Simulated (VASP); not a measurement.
# As (Pm-3m) in VASP: further runs

As is run at these levels: LDA, r2SCAN; tasks: single point.

All numbers are computed with VASP 6.6.1; they aren't measurements. Logs are shortened: lines on timing, memory, paths and dates and some standing lists are left out, and cuts for length are marked.

**1. The cell of the first run**

Symmetry: Pm-3m, No. 221, cubic system. The conventional cell has a = 2.722 Å, b = 2.722 Å, c = 2.722 Å, α = 90.00°, β = 90.00°, γ = 90.00°. As (site symmetry m-3m) has 6 As at 2.72 Å within 3.6 Å.

**2. Single point, LDA**

File INCAR:

```
SYSTEM = As
PREC = Accurate ; ENCUT = 520
EDIFF = 1E-7 ; ISMEAR = -1
SIGMA = 0.05 ; LREAL = .False.
LASPH = .True. ; NELM = 60
ALGO = Normal ; ISIF = 2
LWAVE = .False. ; LCHARG = .False.
NBANDS = 8
```

File KPOINTS:

```
regular mesh
0
Gamma
  10 10 10
  0 0 0
```

File POSCAR:

```
As
1.0
    2.7215874433      0.0000000000      0.0000000000
    0.0000000000      2.7215874433      0.0000000000
    0.0000000000      0.0000000000      2.7215874433
As
1
Direct
    0.5000000000      0.5000000000      0.5000000000
```

Potentials or basis: VASP PAW LDA potentials, release 64 (As).

The run is started by

```bash
$ cat potpaw_LDA.64/As/POTCAR > POTCAR
$ mpirun -np 1 vasp_std > vasp.out
```

OUTCAR:

```text
SYSTEM = As
   PREC = Accurate
   ENCUT = 520
   EDIFF = 1E-7
   ISMEAR = -1
   LREAL = .False.
   LASPH = .True.
   NELM = 60
   ISIF = 2

 ion  position               nearest neighbor table
   1  0.500  0.500  0.500-

  LATTYP: Found a simple cubic cell.
 ALAT       =     2.7215874433

  Lattice vectors:

 A1 = (   2.7215874433,   0.0000000000,   0.0000000000)
 A2 = (   0.0000000000,   2.7215874433,   0.0000000000)
 A3 = (   0.0000000000,   0.0000000000,   2.7215874433)

Analysis of symmetry for initial positions (statically):
=====================================================================
 Subroutine PRICEL returns:
 Original cell was already a primitive cell.

 Routine SETGRP: Setting up the symmetry group for a
 simple cubic supercell.

 Subroutine GETGRP returns: Found 48 space group operations
[... 9 lines left out ...]

 Routine SETGRP: Setting up the symmetry group for a
 simple cubic supercell.

 Subroutine GETGRP returns: Found 48 space group operations
[... 11 lines left out ...]
                                     Primitive cell

  volume of cell :      20.1589

  direct lattice vectors                    reciprocal lattice vectors
     2.721587443  0.000000000  0.000000000     0.367432618  0.000000000  0.000000000
     0.000000000  2.721587443  0.000000000     0.000000000  0.367432618  0.000000000
     0.000000000  0.000000000  2.721587443     0.000000000  0.000000000  0.367432618

  length of vectors
     2.721587443  2.721587443  2.721587443     0.367432618  0.367432618  0.367432618

  position of ions in fractional coordinates (direct lattice)
     0.500000000  0.500000000  0.500000000

  ion indices of the primitive-cell ions
   primitive index   ion index
                 1           1

----------------------------------------------------------------------------------------

 KPOINTS: regular mesh

Automatic generation of k-mesh.
 Grid dimensions read from file:
 generate k-points for:   10   10   10

 Generating k-lattice:

  Cartesian coordinates                     Fractional coordinates (reciprocal lattice)
     0.036743262  0.000000000  0.000000000     0.100000000  0.000000000  0.000000000
     0.000000000  0.036743262  0.000000000     0.000000000  0.100000000  0.000000000
     0.000000000  0.000000000  0.036743262     0.000000000  0.000000000  0.100000000
[... 42 lines left out ...]
   dimension x,y,z NGX =    20 NGY =   20 NGZ =   20
   dimension x,y,z NGXF=    40 NGYF=   40 NGZF=   40
   ions per type =               1
   NGX,Y,Z   is equivalent  to a cutoff of  12.22, 12.22, 12.22 a.u.
   NGXF,Y,Z  is equivalent  to a cutoff of  24.43, 24.43, 24.43 a.u.
 SYSTEM =  As
   PREC   = accura    normal or accurate (medium, high low for compatibility)
   ISTART =      0    job   : 0-new  1-cont  2-samecut
   ICHARG =      2    charge: 1-file 2-atom 10-const
   ISPIN  =      1    spin polarized calculation?
   LNONCOLLINEAR =      F non collinear calculations
   LSORBIT =      F    spin-orbit coupling
   LASPH  =      T    aspherical Exc in radial PAW
   ENCUT  =  520.0 eV  38.22 Ry    6.18 a.u.   5.06  5.06  5.06*2*pi/ulx,y,z
   NELM   =     60;   NELMIN=  2; NELMDL= -5     # of ELM steps
   EDIFF  = 0.1E-06   stopping-criterion for ELM
   LREAL  =      F    real-space projection
   EDIFFG = 0.1E-05   stopping-criterion for IOM
   NSW    =      0    number of steps for IOM
   IBRION =     -1    ionic relax: 0-MD 1-quasi-New 2-CG
   NFREE  =      0    steps in history (QN), initial steepest desc. (CG)
   ISIF   =      2    stress and relaxation
   ISYM   =      2    0-nonsym 1-usesym 2-fastsym
   POTIM  = 0.5000    time-step for ionic-motion
   TEBEG  =    0.0;   TEEND  =   0.0 temperature during run
   PSTRESS=    0.0 pullay stress
   NELECT =       5.0000    total number of electrons
   NUPDOWN=      -1.0000    fix difference up-down
   EMIN   =  10.00;   EMAX   =-10.00  energy-range for DOS
[... 5 lines left out ...]
     AMIX     =   0.40;   BMIX     =  1.00
     AMIX_MAG =   1.60;   BMIX_MAG =  1.00
  volume/ion in A,a.u.               =      20.16       136.04
  Fermi-wavevector in a.u.,A,eV,Ry     =   1.028591  1.943754 14.394944  1.057999
  Thomas-Fermi vector in A             =   2.162595
   LORBIT       =      0    0 simple, 1 ext, 2 COOP (PROOUT), +10 PAW based schemes
   GGA     = CA    functional components
   LHFCALC =     F    Hartree Fock is set to
   AEXX    =    0.0000 exact exchange contribution
   IVDW    =     0    specifies the selected vdW correction
   LEPSILON=     F    determine dielectric tensor
   LRPA    =     F    only Hartree local field effects (RPA)
 non-spin polarized calculation
  energy-cutoff  :      520.00
  volume of cell :       20.16
 maximum number of plane-waves:       554
   NGX = 11   NGY = 11   NGZ = 11

 number of electron       5.0000001 magnetization

 Free energy of the ion-electron system (eV)
  ---------------------------------------------------
  ext. energy  EPLUGINS =         0.00000000
  ---------------------------------------------------
  free energy    TOTEN  =        -5.32151439 eV

  energy without entropy =       -5.31914159  energy(sigma->0) =       -5.32032799

 E-fermi :   5.6385     XC(G=0): -10.5047

 val. band max:        5.5832782206   @ k =   0.5000   0.3000   0.3000
 cond. band min:       5.6719815877   @ k =   0.2000   0.2000   0.0000
 fundamental gap:      0.0887033671
 Fermi energy:         5.6384885845

 k-point     1 :       0.0000    0.0000    0.0000
  band No.  band energies     occupation
      1      -9.0941      2.00000
      2       9.7394      0.00000
      3       9.7394      0.00000
      4       9.7394      0.00000
      5      14.2785      0.00000
      6      14.2785      0.00000
      7      15.9566      0.00000
      8      30.3633      0.00000
[... 243 lines left out ...]
 k-point    24 :       0.3000    0.1000    0.1000
  band No.  band energies     occupation
      1      -7.1934      2.00000
      2       2.3616      2.00000
      3       9.0912      0.00000
      4       9.5128      0.00000
      5      18.0231      0.00000
      6      18.1707      0.00000
      7      20.3679      0.00000
      8      21.0199      0.00000

 [... further k-points ...]
[... 5 lines left out ...]
  --------------------------------------------------------------------------------------
  -------------------------------------------------------------------------------------
  Total       -0.5596773     -0.5596773     -0.5596773     -0.0000000     -0.0000000     -0.0000000
  in kB      -44.4817042    -44.4817042    -44.4817042     -0.0000000     -0.0000000     -0.0000000
  external PRESSURE =     -44.4817042 kB  Pullay stress =       0.0000000 kB

 VOLUME and BASIS-vectors are now :
 -----------------------------------------------------------------------------
  energy-cutoff  :      520.00
  volume of cell :       20.16
      direct lattice vectors                 reciprocal lattice vectors
     2.721587443  0.000000000  0.000000000     0.367432618  0.000000000  0.000000000
     0.000000000  2.721587443  0.000000000     0.000000000  0.367432618  0.000000000
     0.000000000  0.000000000  2.721587443     0.000000000  0.000000000  0.367432618

 POSITION                                       TOTAL-FORCE (eV/Angst)
 -----------------------------------------------------------------------------------
      1.36079      1.36079      1.36079         0.000000      0.000000      0.000000
 -----------------------------------------------------------------------------------
    total drift:                                0.000000      0.000000      0.000000

  FREE ENERGIE OF THE ION-ELECTRON SYSTEM (eV)
  ---------------------------------------------------
  free  energy   TOTEN  =        -5.3215143884 eV

  energy  without entropy=       -5.3191415935  energy(sigma->0) =       -5.32032799
```

It took 7.1 s on 1 thread of Intel Xeon 6975P-C, shared host; peak memory 0.12 GiB.

What came out:

| Quantity | Value |
| --- | --- |
| Free energy | -5.3215 eV |
| Pressure | -4.4 GPa |

**3. Single point, LDA**

This run uses another cell than the first one, of 20.55 Å³/atom, 1.020 times its volume.

File INCAR:

```
ALGO = Normal
EDIFF = 1E-6
ENCUT = 520
ISIF = 2
ISMEAR = -1
LASPH = T
LCHARG = T
LELF = T
LREAL = F
LVHAR = T
LWAVE = F
NBANDS = 8
NELM = 60
PREC = Accurate
SIGMA = 0.05
```

File KPOINTS:

```
k-points
0
Gamma
  10 10 10
```

File POSCAR:

```
As
1.0
    2.7392605843      0.0000000000      0.0000000000
    0.0000000000      2.7392605843      0.0000000000
    0.0000000000      0.0000000000      2.7392605843
As
1
Direct
    0.5000000000      0.5000000000      0.5000000000
```

Potentials or basis: VASP PAW LDA potentials, release 64 (As).

The run is started by

```bash
$ cat potpaw_LDA.64/As/POTCAR > POTCAR
$ mpirun -np 1 vasp_std > vasp.out
```

Run time: 5.9 s. Hardware: 1 thread of Intel Xeon 6975P-C, shared host; peak memory 0.12 GiB.

Results (log left out):

```yaml
Free_energy: -5.3088 eV
Pressure: -5.9 GPa
```

Levels at points of the mesh, in eV from the Fermi level:
```tsv
k point	band 1	band 2	band 3	band 4	band 5	band 6	band 7
(0.00, 0.00, 0.00)	-14.56	4.03	4.03	4.03	8.63	8.63	10.16
(0.50, 0.00, 0.00)	-11.60	-6.54	6.16	6.16	11.23	13.87	14.36
(0.50, 0.50, 0.00)	-8.54	-3.98	-3.98	2.74	8.15	16.13	17.30
(0.50, 0.50, 0.50)	-5.22	-1.66	-1.66	-1.66	6.11	6.11	6.11
```

**4. Single point, r2SCAN**

This run uses another cell than the first one, of 18.58 Å³/atom, 0.922 times its volume.

File POSCAR:

```
As
1.0
    2.6484890792      0.0000000000      0.0000000000
    0.0000000000      2.6484890792      0.0000000000
    0.0000000000      0.0000000000      2.6484890792
As
1
Direct
    0.5000000000      0.5000000000      0.5000000000
```

File INCAR.step1:

```
  ALGO = Normal
  EDIFF = 1E-4
  ENCUT = 520
  GGA = PE
  ISMEAR = -1
  LASPH = T
  LCHARG = F
  LREAL = F
  LWAVE = T
  NBANDS = 8
  NELM = 80
  PREC = Accurate
  SIGMA = 0.05
```

File INCAR.step2:

```
  ALGO = Normal
  EDIFF = 1E-6
  ENCUT = 520
  ISIF = 2
  ISMEAR = -1
  ISTART = 1
  LASPH = T
  LCHARG = F
  LMIXTAU = T
  LREAL = F
  LWAVE = F
  METAGGA = R2SCAN
  NBANDS = 8
  NELM = 80
  PREC = Accurate
  SIGMA = 0.05
```

KPOINTS is that of step 3.

Potentials or basis: VASP PAW PBE potentials, release 64 (As).

The run is started by

```bash
$ cat potpaw_PBE.64/As/POTCAR > POTCAR
$ cp INCAR.step1 INCAR
$ mpirun -np 1 vasp_std > vasp.out
$ cp INCAR.step2 INCAR
$ mpirun -np 1 vasp_std > vasp.out
```

It used 21 s of CPU time on 1 thread of Intel Xeon 6975P-C, with other jobs on the host.

The run converged. Its results:

```
Free energy : -14.5524 eV
Pressure    : 6.3 GPa
```

Levels at points of the mesh, in eV from the Fermi level:
| k point | band 1 | band 2 | band 3 | band 4 | band 5 | band 6 |
| --- | --- | --- | --- | --- | --- | --- |
| (0.00, 0.00, 0.00) | -16.26 | 4.64 | 4.64 | 4.64 | 8.98 | 8.98 |
| (0.50, 0.00, 0.00) | -12.66 | -7.75 | 7.30 | 7.30 | 11.82 | 15.54 |
| (0.50, 0.50, 0.00) | -8.81 | -4.84 | -4.84 | 2.64 | 9.88 | 18.06 |
| (0.50, 0.50, 0.50) | -4.39 | -2.13 | -2.13 | -2.13 | 6.28 | 6.28 |

Caveat: the PAW data sets were made with another functional, which shifts forces and pressure a little.

**5. Single point, r2SCAN**

This run uses another cell than the first one, of 18.97 Å³/atom, 0.941 times its volume.

File POSCAR:

```
As
1.0
    2.6671410253      0.0000000000      0.0000000000
    0.0000000000      2.6671410253      0.0000000000
    0.0000000000      0.0000000000      2.6671410253
As
1
Direct
    0.5000000000      0.5000000000      0.5000000000
```

File INCAR.step1:

```
SYSTEM = As
  ALGO = Normal
  EDIFF = 1E-4
  ENCUT = 520
  GGA = PE
  ISMEAR = -1
  LASPH = .True.
  LCHARG = .False.
  LREAL = .False.
  LWAVE = .True.
  NBANDS = 8
  NELM = 80
  PREC = Accurate
  SIGMA = 0.05
```

File INCAR.step2:

```
SYSTEM = As
  ALGO = Normal
  EDIFF = 1E-7
  ENCUT = 520
  ISIF = 2
  ISMEAR = -1
  ISTART = 1
  LASPH = .True.
  LCHARG = .False.
  LMIXTAU = .True.
  LREAL = .False.
  LWAVE = .False.
  METAGGA = R2SCAN
  NBANDS = 8
  NELM = 80
  PREC = Accurate
  SIGMA = 0.05
```

File KPOINTS:

```
k-points
0
Gamma
  10 10 10
  0 0 0
```

The run is started by

```bash
$ cat potpaw_PBE.64/As/POTCAR > POTCAR
$ cp INCAR.step1 INCAR
$ mpirun -np 1 vasp_std > vasp.out
$ cp INCAR.step2 INCAR
$ mpirun -np 1 vasp_std > vasp.out
```

It used 21 s of CPU time on 1 thread of Intel Xeon 6975P-C (shared host).

The run converged. Its results:

* Free energy: -14.5649 eV
* Pressure: 3.9 GPa

Levels at points of the mesh, in eV from the Fermi level:
```tsv
k point	band 1	band 2	band 3	band 4	band 5	band 6	band 7
(0.00, 0.00, 0.00)	-16.06	4.53	4.53	4.53	8.94	8.94	12.02
(0.50, 0.00, 0.00)	-12.57	-7.58	7.11	7.11	11.73	15.38	15.65
(0.50, 0.50, 0.00)	-8.84	-4.74	-4.74	2.72	9.60	17.78	18.51
(0.50, 0.50, 0.50)	-4.59	-2.10	-2.10	-2.10	6.31	6.31	6.31
```

Caveat: the PAW data sets were made with another functional, which shifts forces and pressure a little.

**6. Single point, r2SCAN**

This run uses another cell than the first one, of 20.55 Å³/atom, 1.020 times its volume.

File POSCAR:

```
As
1.0
    2.7392605843      0.0000000000      0.0000000000
    0.0000000000      2.7392605843      0.0000000000
    0.0000000000      0.0000000000      2.7392605843
As
1
Direct
    0.5000000000      0.5000000000      0.5000000000
```

File INCAR.step1:

```
SYSTEM = As
PREC = Accurate
ENCUT = 520
ISMEAR = -1
SIGMA = 0.05
LREAL = .FALSE.
LASPH = .TRUE.
NELM = 60
NBANDS = 8
GGA = PE
ALGO = Normal
EDIFF = 1E-4
LWAVE = .TRUE.
LCHARG = .FALSE.
```

File INCAR.step2:

```
SYSTEM = As
PREC = Accurate
ENCUT = 520
EDIFF = 1E-7
ISMEAR = -1
SIGMA = 0.05
LREAL = .FALSE.
LASPH = .TRUE.
NELM = 60
ALGO = Normal
ISIF = 2
LWAVE = .FALSE.
LCHARG = .FALSE.
METAGGA = R2SCAN
LMIXTAU = .TRUE.
NBANDS = 8
ISTART = 1
```

File KPOINTS:

```
regular mesh
0
G
  10 10 10
  0 0 0
```

Potentials or basis: VASP PAW PBE potentials, release 64 (As).

The run is started by

```bash
$ cat potpaw_PBE.64/As/POTCAR > POTCAR
$ cp INCAR.step1 INCAR
$ mpirun -np 1 vasp_std > vasp.out
$ cp INCAR.step2 INCAR
$ mpirun -np 1 vasp_std > vasp.out
```

Run time: 33 s. Hardware: 1 thread of Intel Xeon 6975P-C, shared host; peak memory 0.13 GiB.

The run converged. Its results:

```yaml
Free_energy: -14.5644 eV
Pressure: -3.4 GPa
```

Levels at points of the mesh, in eV from the Fermi level:
```
           k point  band 1  band 2  band 3  band 4  band 5
(0.00, 0.00, 0.00)  -15.33    4.19    4.19    4.19    8.87
(0.50, 0.00, 0.00)  -12.21   -6.93    6.46    6.46   11.47
(0.50, 0.50, 0.00)   -8.91   -4.34   -4.34    3.07    8.62
(0.50, 0.50, 0.50)   -5.24   -1.96   -1.96   -1.96    6.44
```

Caveat: the PAW data sets were made with another functional, which shifts forces and pressure a little.

**7. Summary**

```tsv
level	potentials or basis	cell	gap on the mesh (eV)	pressure (GPa)
LDA	VASP PAW LDA potentials, release 64 (As)	a = 2.722 Å, 1 atom	none	-4.4
LDA	VASP PAW LDA potentials, release 64 (As)	a = 2.739 Å, 1 atom	none	-5.9
r2SCAN	VASP PAW PBE potentials, release 64 (As)	a = 2.648 Å, 1 atom	none	6.3
r2SCAN	VASP PAW PBE potentials, release 64 (As)	a = 2.667 Å, 1 atom	none	3.9
r2SCAN	VASP PAW PBE potentials, release 64 (As)	a = 2.739 Å, 1 atom	none	-3.4
```

Alike in all rows: task single point; no spin polarisation; k mesh 10 × 10 × 10; cutoff (eV) 520; smearing fermi-dirac 0.05 eV.

Caveats: the PAW data sets were made with another functional, which shifts forces and pressure a little (some runs).

Absolute energies hang on the potentials; compare differences alone.
